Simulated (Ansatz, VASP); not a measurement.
## One calculation of K, two programs

```
K
1.0
    -2.67966    2.67966    2.67966
     2.67966   -2.67966    2.67966
     2.67966    2.67966   -2.67966
K
1
Direct
  0.00000 0.00000 0.00000
```

Alike in both runs: functional r2SCAN; k mesh 16 × 16 × 16; occupations fermi-dirac, width 0.15 eV; no spin polarisation.

Ansatz relaxed the structure, and its values are those at the end. VASP's run is a single point on that final structure, the one shown.

```csv
,VASP,Ansatz
version,VASP 6.6.1,Ansatz 0.2.0
potentials or method,"VASP PAW PBE potentials, release 64 (K_sv), cutoff 520 eV","scalar-relativistic, plane waves, PAW"
valence electrons in the cell,9,9
```

```csv
,VASP,Ansatz,Ansatz less VASP
gap on the k mesh at the Fermi level (eV),none,none,-
pressure (GPa),0.0,0.0,+0.03
```

VASP's potentials were made for PBE, not for r2SCAN. A gap of «none» marks a metal or a gap that the smearing closes. With one functional, cell and mesh, what is left measures potentials, basis and numerics.
